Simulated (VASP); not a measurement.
# BN (Cmm2) in VASP: notebook

BN is run at these levels: PBE; tasks: single point.

Everything below comes from runs of VASP 6.6.1. Logs are shortened: lines on timing, memory, paths and dates and some standing lists are left out, and cuts for length are marked.

**1. The cell of the first run**

It takes space group Cmm2 (No. 35, orthorhombic). Conventional cell: a = 5.126 Å, b = 5.126 Å, c = 3.625 Å, α = 90.00°, β = 90.00°, γ = 90.00°. Within 2.0 Å of B (site symmetry m) lie 4 N at 1.51 to 1.57 Å. Within 2.1 Å of B (site symmetry m) lie 4 N at 1.57 to 1.63 Å. Within 2.0 Å of N (site symmetry mm2) lie 4 B at 1.51 to 1.63 Å. N (site symmetry 2) has 4 B at 1.57 Å within 2.1 Å. Within 2.1 Å of N (site symmetry mm2) lie 4 B at 1.57 Å.

**2. Single point, PBE (atom 5 (N) moved -0.100 Å along Cartesian [0 1 0])**

INCAR reads:

```
SYSTEM = BN
PREC = Accurate
ENCUT = 520
EDIFF = 1E-6
ISMEAR = 0
SIGMA = 0.05
LREAL = .False.
LASPH = .True.
NELM = 100
ALGO = Normal
ISIF = 2
LWAVE = .False.
LCHARG = .False.
GGA = PE
NBANDS = 26
```

KPOINTS reads:

```
Automatic mesh
0
Gamma
  6 6 6
  0 0 0
```

POSCAR reads:

```
BN
1.0
    3.6246970237      0.0000000000      0.0000000000
    0.0000000000     -3.6246970237      0.0000000000
    0.0000000000      0.0000000000     -3.6246970237
B N
4 4
Direct
    0.0000000000      0.0000000000      0.0000000000
    0.5000000000      0.5000000000      0.0000000000
    0.5000000000      0.0000000000      0.5000000000
    0.0000000000      0.5000000000      0.5000000000
    0.7500000000      0.7775885127      0.7500000000
    0.2500000000      0.2500000000      0.7500000000
    0.2500000000      0.7500000000      0.2500000000
    0.7500000000      0.2500000000      0.2500000000
```

Potentials or basis: VASP PAW PBE potentials, release 64 (B, N).

Launch:

```console
cat potpaw_PBE.64/B/POTCAR potpaw_PBE.64/N/POTCAR > POTCAR
mpirun -np 1 vasp_std > vasp.out
```

OUTCAR:

```text
SYSTEM = BN
   PREC = Accurate
   ENCUT = 520
   EDIFF = 1E-6
   ISMEAR = 0
   LREAL = .False.
   LASPH = .True.
   NELM = 100
   ISIF = 2
   GGA = PE

 ion  position               nearest neighbor table
   1  0.000  0.000  0.000-   5 1.51   6 1.57   7 1.57   8 1.57
   2  0.500  0.500  0.000-   6 1.57   7 1.57   8 1.57   5 1.63
   3  0.500  0.000  0.500-   5 1.51   6 1.57   7 1.57   8 1.57
   4  0.000  0.500  0.500-   6 1.57   7 1.57   8 1.57   5 1.63
   5  0.750  0.778  0.750-   1 1.51   3 1.51   2 1.63   4 1.63
   6  0.250  0.250  0.750-   1 1.57   2 1.57   3 1.57   4 1.57
   7  0.250  0.750  0.250-   1 1.57   2 1.57   3 1.57   4 1.57
   8  0.750  0.250  0.250-   1 1.57   2 1.57   3 1.57   4 1.57

  LATTYP: Found a simple cubic cell.
 ALAT       =     3.6246970237

  Lattice vectors:

 A1 = (   3.6246970237,   0.0000000000,   0.0000000000)
 A2 = (   0.0000000000,  -3.6246970237,   0.0000000000)
 A3 = (   0.0000000000,   0.0000000000,  -3.6246970237)

Analysis of symmetry for initial positions (statically):
=====================================================================
 Subroutine PRICEL returns:
 Original cell was already a primitive cell.

 Routine SETGRP: Setting up the symmetry group for a
 simple cubic supercell.

 Subroutine GETGRP returns: Found  4 space group operations
 (whereof  2 operations were pure point group operations)
 out of a pool of 48 trial point group operations.

The static configuration has the point symmetry C_1h.
 The point group associated with its full space group is C_2v.

Analysis of symmetry for dynamics (positions and initial velocities):
=====================================================================
 Subroutine PRICEL returns:
 Original cell was already a primitive cell.

 Routine SETGRP: Setting up the symmetry group for a
 simple cubic supercell.

 Subroutine GETGRP returns: Found  4 space group operations
 (whereof  2 operations were pure point group operations)
 out of a pool of 48 trial point group operations.

The dynamic configuration has the point symmetry C_1h.
 The point group associated with its full space group is C_2v.

 Subroutine INISYM returns: Found  4 space group operations
 (whereof  2 operations are pure point group operations),
 and found     1 'primitive' translations

----------------------------------------------------------------------------------------

                                     Primitive cell

  volume of cell :      47.6228

  direct lattice vectors                    reciprocal lattice vectors
     3.624697024  0.000000000  0.000000000     0.275885127  0.000000000  0.000000000
     0.000000000 -3.624697024  0.000000000     0.000000000 -0.275885127  0.000000000
     0.000000000  0.000000000 -3.624697024     0.000000000  0.000000000 -0.275885127

  length of vectors
     3.624697024  3.624697024  3.624697024     0.275885127  0.275885127  0.275885127

  position of ions in fractional coordinates (direct lattice)
     0.000000000  0.000000000  0.000000000
     0.500000000  0.500000000  0.000000000
     0.500000000  0.000000000  0.500000000
     0.000000000  0.500000000  0.500000000
     0.750000000  0.777588513  0.750000000
     0.250000000  0.250000000  0.750000000
     0.250000000  0.750000000  0.250000000
     0.750000000  0.250000000  0.250000000

  ion indices of the primitive-cell ions
   primitive index   ion index
                 1           1
                 2           2
                 3           3
                 4           4
                 5           5
                 6           6
                 7           7
                 8           8

----------------------------------------------------------------------------------------

 KPOINTS: Automatic mesh

Automatic generation of k-mesh.
 Grid dimensions read from file:
 generate k-points for:    6    6    6

 Generating k-lattice:

  Cartesian coordinates                     Fractional coordinates (reciprocal lattice)
     0.045980855  0.000000000  0.000000000     0.166666667  0.000000000  0.000000000
     0.000000000 -0.045980855  0.000000000     0.000000000  0.166666667  0.000000000
     0.000000000  0.000000000 -0.045980855     0.000000000  0.000000000  0.166666667

  Length of vectors
     0.045980855  0.045980855  0.045980855

  Shift w.r.t. Gamma in fractional coordinates (k-lattice)
     0.000000000  0.000000000  0.000000000

 Subroutine IBZKPT returns following result:
 ===========================================

 Found     52 irreducible k-points:

 Following reciprocal coordinates:
            Coordinates               Weight
  0.000000  0.000000  0.000000      1.000000
  0.166667  0.000000  0.000000      4.000000
  0.000000  0.166667  0.000000      2.000000
  0.333333  0.000000  0.000000      4.000000
  0.000000  0.333333  0.000000      2.000000
  0.500000  0.000000  0.000000      2.000000
[... 16 lines left out ...]
  0.333333  0.000000  0.500000      4.000000
  0.500000  0.500000  0.000000      2.000000
 [... further k-points ...]
   k-points           NKPTS =     52   k-points in BZ     NKDIM =     52   number of bands    NBANDS=     26
   number of dos      NEDOS =    301   number of ions     NIONS =      8
   total plane-waves  NPLWV =  21952
   dimension x,y,z NGX =    28 NGY =   28 NGZ =   28
   dimension x,y,z NGXF=    56 NGYF=   56 NGZF=   56
   ions per type =               4   4
   NGX,Y,Z   is equivalent  to a cutoff of  12.84, 12.84, 12.84 a.u.
   NGXF,Y,Z  is equivalent  to a cutoff of  25.68, 25.68, 25.68 a.u.
 SYSTEM =  BN
   PREC   = accura    normal or accurate (medium, high low for compatibility)
   ISTART =      0    job   : 0-new  1-cont  2-samecut
   ICHARG =      2    charge: 1-file 2-atom 10-const
   ISPIN  =      1    spin polarized calculation?
   LNONCOLLINEAR =      F non collinear calculations
   LSORBIT =      F    spin-orbit coupling
   LASPH  =      T    aspherical Exc in radial PAW
   ENCUT  =  520.0 eV  38.22 Ry    6.18 a.u.   6.74  6.74  6.74*2*pi/ulx,y,z
   NELM   =    100;   NELMIN=  2; NELMDL= -5     # of ELM steps
   EDIFF  = 0.1E-05   stopping-criterion for ELM
   LREAL  =      F    real-space projection
   EDIFFG = 0.1E-04   stopping-criterion for IOM
   NSW    =      0    number of steps for IOM
   IBRION =     -1    ionic relax: 0-MD 1-quasi-New 2-CG
   NFREE  =      0    steps in history (QN), initial steepest desc. (CG)
   ISIF   =      2    stress and relaxation
   ISYM   =      2    0-nonsym 1-usesym 2-fastsym
   POTIM  = 0.5000    time-step for ionic-motion
   TEBEG  =    0.0;   TEEND  =   0.0 temperature during run
   PSTRESS=    0.0 pullay stress
   NELECT =      32.0000    total number of electrons
   NUPDOWN=      -1.0000    fix difference up-down
   EMIN   =  10.00;   EMAX   =-10.00  energy-range for DOS
   EFERMI =   0.00;   METHOD = LEGACY
   ISMEAR =     0;   SIGMA  =   0.05  broadening in eV -4-tet -1-fermi 0-gaus
   EFERMI_NEDOS =   21; number of points for ismear=-14 and -15
   IALGO  =     38    algorithm
   IMIX   =      4    mixing-type and parameters
     AMIX     =   0.40;   BMIX     =  1.00
     AMIX_MAG =   1.60;   BMIX_MAG =  1.00
  volume/ion in A,a.u.               =       5.95        40.17
  Fermi-wavevector in a.u.,A,eV,Ry     =   1.433903  2.709684 27.974638  2.056078
  Thomas-Fermi vector in A             =   2.553370
   LORBIT       =      0    0 simple, 1 ext, 2 COOP (PROOUT), +10 PAW based schemes
   GGA     = PE    functional components
   LHFCALC =     F    Hartree Fock is set to
   AEXX    =    0.0000 exact exchange contribution
   IVDW    =     0    specifies the selected vdW correction
   LEPSILON=     F    determine dielectric tensor
   LRPA    =     F    only Hartree local field effects (RPA)
 non-spin polarized calculation
 Gauss-broadening in eV      SIGMA  =   0.05
  energy-cutoff  :      520.00
  volume of cell :       47.62
 maximum number of plane-waves:      1328
   NGX = 13   NGY = 13   NGZ = 13

 number of electron      31.9999996 magnetization

 Free energy of the ion-electron system (eV)
  ---------------------------------------------------
  ext. energy  EPLUGINS =         0.00000000
  ---------------------------------------------------
  free energy    TOTEN  =       -69.62918045 eV

  energy without entropy =      -69.62918045  energy(sigma->0) =      -69.62918045

 E-fermi :   7.7378     XC(G=0): -12.7825

 val. band max:        7.5245706377   @ k =   0.0000   0.0000   0.0000
 cond. band min:      11.7188890280   @ k =   0.0000   0.0000   0.0000
 fundamental gap:      4.1943183904
 Fermi energy:         7.7378397141

 k-point     1 :       0.0000    0.0000    0.0000
  band No.  band energies     occupation
      1     -12.8440      2.00000
      2      -7.3349      2.00000
      3      -7.3025      2.00000
      4      -7.2869      2.00000
      5      -1.6622      2.00000
      6      -1.5309      2.00000
[... 18 lines left out ...]
     25      16.7883      0.00000
     26      17.4621      0.00000

 k-point     2 :       0.1667    0.0000    0.0000
  band No.  band energies     occupation
      1     -12.6203      2.00000
      2      -8.0735      2.00000
      3      -7.2451      2.00000
      4      -7.2167      2.00000
      5      -1.4045      2.00000
      6      -1.3578      2.00000
[... 18 lines left out ...]
     25      17.3697      0.00000
     26      18.1240      0.00000

 k-point     3 :       0.0000    0.1667    0.0000
  band No.  band energies     occupation
      1     -12.6210      2.00000
      2      -8.0661      2.00000
      3      -7.2370      2.00000
      4      -7.2308      2.00000
      5      -1.4807      2.00000
      6      -1.2972      2.00000
[... 572 lines left out ...]
 k-point    23 :       0.3333    0.0000    0.5000
  band No.  band energies     occupation
      1     -10.1164      2.00000
      2     -10.1021      2.00000
      3      -8.1810      2.00000
      4      -8.1732      2.00000
      5      -0.9655      2.00000
      6      -0.8069      2.00000
[... 18 lines left out ...]
     25      19.8334      0.00000
     26      20.0666      0.00000

 k-point    24 :       0.5000    0.5000    0.0000
  band No.  band energies     occupation
      1      -9.4414      2.00000
      2      -9.2238      2.00000
      3      -9.1933      2.00000
      4      -8.9752      2.00000
      5      -0.4690      2.00000
      6      -0.2862      2.00000
[... 18 lines left out ...]
     25      19.7900      0.00000
     26      19.8778      0.00000

 [... further k-points ...]
[... 5 lines left out ...]
  --------------------------------------------------------------------------------------
  -------------------------------------------------------------------------------------
  Total        0.4217691      0.1646938      0.4217691      0.0000000      0.0000000     -0.1719761
  in kB       14.1896030      5.5408032     14.1896030      0.0000000      0.0000000     -5.7858007
  external PRESSURE =      11.3066698 kB  Pullay stress =       0.0000000 kB

 VOLUME and BASIS-vectors are now :
 -----------------------------------------------------------------------------
  energy-cutoff  :      520.00
  volume of cell :       47.62
      direct lattice vectors                 reciprocal lattice vectors
     3.624697024  0.000000000  0.000000000     0.275885127  0.000000000  0.000000000
     0.000000000 -3.624697024  0.000000000     0.000000000 -0.275885127  0.000000000
     0.000000000  0.000000000 -3.624697024     0.000000000  0.000000000 -0.275885127

 POSITION                                       TOTAL-FORCE (eV/Angst)
 -----------------------------------------------------------------------------------
      0.00000      0.00000      0.00000         0.248602     -0.661514     -0.248602
      1.81235     -1.81235      0.00000         0.105372     -0.510915      0.105372
      1.81235      0.00000     -1.81235        -0.248602     -0.661514      0.248602
      0.00000     -1.81235     -1.81235        -0.105372     -0.510915     -0.105372
      2.71852     -2.81852     -2.71852         0.000000      3.483580      0.000000
      0.90617     -0.90617     -2.71852        -0.000000     -0.690468      0.000000
      0.90617     -2.71852     -0.90617        -0.000000      0.242213      0.000000
      2.71852     -0.90617     -0.90617        -0.000000     -0.690468      0.000000
 -----------------------------------------------------------------------------------
    total drift:                                0.000000      0.000132     -0.000000

  FREE ENERGIE OF THE ION-ELECTRON SYSTEM (eV)
  ---------------------------------------------------
  free  energy   TOTEN  =       -69.6291804501 eV

  energy  without entropy=      -69.6291804501  energy(sigma->0) =      -69.62918045
```

Wall time 26 s (1 thread of Intel Xeon Platinum 8559C (Emerald Rapids), shared host); peak memory 0.17 GiB.

Results:

- Free energy: -69.6292 eV
- Pressure: 1.1 GPa
- Largest force: 3.484 eV/Å
- Band gap on the k mesh: 4.19 eV

Forces in eV/Å, atoms in the order of the input:
```
B    0.249 -0.662 -0.249
B    0.105 -0.511  0.105
B   -0.249 -0.662  0.249
B   -0.105 -0.511 -0.105
N    0.000  3.484  0.000
N    0.000 -0.690  0.000
N    0.000  0.242  0.000
N    0.000 -0.690  0.000
```

Levels at points of the mesh, in eV from the valence-band top:
| k point | band 13 | band 14 | band 15 | band 16 | band 17 | band 18 | band 19 | band 20 |
| --- | --- | --- | --- | --- | --- | --- | --- | --- |
| (0.00, 0.00, 0.00) | -4.89 | -0.44 | -0.23 | 0.00 | 4.19 | 4.23 | 4.26 | 8.26 |
| (0.50, 0.00, 0.00) | -3.21 | -3.20 | -3.16 | -3.09 | 6.48 | 6.52 | 9.23 | 9.28 |
| (0.00, 0.50, 0.00) | -3.56 | -3.30 | -3.13 | -2.85 | 6.50 | 6.58 | 9.26 | 9.35 |
| (0.50, 0.50, 0.00) | -2.47 | -2.30 | -2.25 | -2.08 | 9.05 | 9.15 | 9.60 | 9.65 |
| (0.50, 0.00, 0.50) | -2.64 | -2.30 | -2.29 | -1.96 | 9.24 | 9.36 | 9.43 | 9.63 |
| (0.50, 0.50, 0.50) | -2.15 | -2.14 | -1.98 | -1.68 | 9.42 | 9.51 | 9.77 | 9.82 |

Caveat: the cell differs from its parent crystal (atom 5 (N) moved -0.100 Å along Cartesian [0 1 0]); forces of over 1 eV/Å act on the atoms, so gaps and moduli don't describe the material at rest. A k mesh can miss the band edges.

**3. Single point, PBE (atom 5 (N) moved +0.075 Å along Cartesian [0 1 0])**

INCAR reads:

```
PREC = Accurate
ENCUT = 520
EDIFF = 1E-6
ISMEAR = 0
SIGMA = 0.05
LREAL = False
LASPH = True
NELM = 80
ALGO = Normal
ISIF = 2
LWAVE = False
LCHARG = True
GGA = PE
LELF = True
LVHAR = True
NBANDS = 26
```

KPOINTS reads:

```
regular mesh
0
Gamma
  6 6 6
```

POSCAR: that of step 2 with these lines changed.

```diff
@@ -12,3 +12,3 @@
     0.0000000000      0.5000000000      0.5000000000
-    0.7500000000      0.7775885127      0.7500000000
+    0.7500000000      0.7293086154      0.7500000000
     0.2500000000      0.2500000000      0.7500000000
```

Potentials or basis: VASP PAW PBE potentials, release 64 (B, N).

Launch:

```console
cat potpaw_PBE.64/B/POTCAR potpaw_PBE.64/N/POTCAR > POTCAR
mpirun -np 1 vasp_std > vasp.out
```

Wall time 28 s (1 thread of Intel Xeon Platinum 8559C (Emerald Rapids), shared host); peak memory 0.18 GiB.

Results (log left out):

| Item | Value |
| --- | --- |
| Free energy | -69.7055 eV |
| Pressure | 0.7 GPa |
| Largest force | 2.622 eV/Å |
| Band gap on the k mesh | 4.26 eV |

Forces on the atoms (eV/Å):
```
B   -0.091  0.400  0.091
B   -0.172  0.485 -0.172
B    0.091  0.400 -0.091
B    0.172  0.485  0.172
N    0.000 -2.622  0.000
N    0.000  0.518  0.000
N    0.000 -0.182  0.000
N    0.000  0.518  0.000
```

Stress tensor (GPa, compression positive):
```
0.90 0.00 0.41
0.00 0.42 0.00
0.41 0.00 0.90
```

Levels at points of the mesh, in eV from the valence-band top:
| k point | band 13 | band 14 | band 15 | band 16 | band 17 | band 18 | band 19 | band 20 |
| --- | --- | --- | --- | --- | --- | --- | --- | --- |
| (0.00, 0.00, 0.00) | -4.89 | -0.33 | -0.17 | 0.00 | 4.26 | 4.29 | 4.30 | 8.41 |
| (0.50, 0.00, 0.00) | -3.15 | -3.15 | -3.12 | -3.08 | 6.56 | 6.58 | 9.33 | 9.36 |
| (0.00, 0.50, 0.00) | -3.42 | -3.22 | -3.09 | -2.89 | 6.57 | 6.63 | 9.35 | 9.40 |
| (0.50, 0.50, 0.00) | -2.38 | -2.24 | -2.21 | -2.08 | 9.23 | 9.30 | 9.63 | 9.67 |
| (0.50, 0.00, 0.50) | -2.50 | -2.25 | -2.24 | -1.99 | 9.35 | 9.46 | 9.50 | 9.64 |
| (0.50, 0.50, 0.50) | -2.09 | -2.09 | -1.97 | -1.74 | 9.64 | 9.71 | 9.84 | 9.87 |

Caveat: the cell differs from its parent crystal (atom 5 (N) moved +0.075 Å along Cartesian [0 1 0]); forces of over 1 eV/Å act on the atoms, so gaps and moduli don't describe the material at rest. A k mesh can miss the band edges.
